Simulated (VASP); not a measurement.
Cd3Te2: relaxation of cell and atoms with PBE

Crystal: Cd3Te2.

```xyz
5
Lattice="4.8205 0.0000 0.0000 -2.4102 4.1746 0.0000 0.0000 0.0000 8.1913" Properties=species:S:1:pos:R:3 pbc="T T T"
Cd    0.0000    2.7831    5.1589
Cd    2.4102    1.3915    3.0323
Cd    0.0000    0.0000    0.0000
Te    2.4102    1.3915    6.0843
Te    0.0000    2.7831    2.1070
```

* Program: VASP 6.6.1
* Task: relaxation of cell and atoms
* Functional: PBE
* Potentials or basis: VASP PAW PBE potentials, release 64 (Cd, Te)
* Cutoff: 500 eV
* k mesh: 6 × 6 × 4
* Occupations: gaussian, width 0.1 eV
* Spin: no spin polarisation
* Dipole correction: no
* Further INCAR settings: ALGO = Normal; EDIFF = 1e-07; IBRION = 2; EDIFFG = -0.01; NSW = 100; ISIF = 3

```yaml
Relaxed_volume: 35.77 Å³/atom
Relaxed_cell: a = 4.721 Å, b = 4.721 Å, c = 9.265 Å, α = 90.00°, β = 90.00°, γ = 120.00°
Space_group_after_relaxing_to_0.1_Å: P-3m1 (No. 164)
Energy_gained_by_relaxing: 12.5 meV/atom
Ionic_steps: 24
Pressure_after_relaxing: 0.0 GPa
Largest_force_after_relaxing: 0.009 eV/Å
Band_gap_on_the_k_mesh: zero (bands 24 and 25 overlap by 0.13 eV)
```

Forces on the atoms (eV/Å):
```
Cd   0.000  0.000  0.006
Cd   0.000  0.000 -0.006
Cd   0.000  0.000  0.000
Te   0.000  0.000 -0.009
Te   0.000  0.000  0.009
```

Step by step:
```
step  energy change (eV)  largest force (eV/Å)  pressure (GPa)  volume (Å³)
   1              0.0000                0.0300            0.16       164.84
   2             -0.0054                0.0735            0.04       165.61
   3             -0.0123                0.1769           -0.26       167.71
   4             -0.0167                0.1546           -0.05       167.18
   5             -0.0197                0.1342            0.48       165.83
   6             -0.0201                0.1226            0.33       166.18
   7             -0.0240                0.1202            0.32       166.77
   8             -0.0346                0.1112            0.28       168.52
   9             -0.0502                0.0940            0.25       171.98
  10             -0.0573                0.0599            0.38       178.72
  11             -0.0456                0.1503           -0.84       186.96
  12             -0.0607                0.0270           -0.06       181.31
  13             -0.0607                0.0285           -0.02       181.17
  14             -0.0607                0.0278           -0.03       181.24
  15             -0.0614                0.0294            0.03       180.87
  16             -0.0615                0.0265            0.02       180.90
  17             -0.0616                0.0099           -0.06       181.16
  18             -0.0616                0.0121           -0.05       181.12
  19             -0.0617                0.0115           -0.04       180.93
  20             -0.0620                0.0127           -0.02       180.34
  21             -0.0622                0.0187            0.03       179.16
  22             -0.0623                0.0154           -0.05       179.20
  23             -0.0623                0.0145           -0.03       179.19
  24             -0.0624                0.0091           -0.01       178.84
```

Final structure:
```
Cd Te
1.0
     4.72106    0.00000    0.00000
    -2.36053    4.08856    0.00000
     0.00000    0.00000    9.26496
Cd Te
3 2
Direct
  0.33333 0.66667 0.61337
  0.66667 0.33333 0.38663
  0.00000 0.00000 0.00000
  0.66667 0.33333 0.71705
  0.33333 0.66667 0.28295
```

Levels at points of the mesh, in eV from the Fermi level:
| k point | band 22 | band 23 | band 24 | band 25 | band 26 | band 27 |
| --- | --- | --- | --- | --- | --- | --- |
| (0.00, 0.00, 0.00) | -1.51 | -1.03 | -1.03 | -0.14 | 1.75 | 3.78 |
| (0.50, 0.00, 0.00) | -2.36 | -1.68 | -0.51 | 1.03 | 1.51 | 2.61 |
| (0.00, 0.00, 0.50) | -1.01 | -1.01 | -0.22 | 0.42 | 0.52 | 3.52 |
| (0.50, 0.00, 0.50) | -2.01 | -1.77 | -1.22 | 0.93 | 1.35 | 2.49 |

Wall time 38 min on 1 thread of Oxide Virtual Turin-like Processor (shared host), peak memory 0.3 GiB.

Caveat: semilocal functionals underestimate gaps, and a narrow one can read as zero; spin-orbit coupling is left out, which moves the levels of the heavy elements.
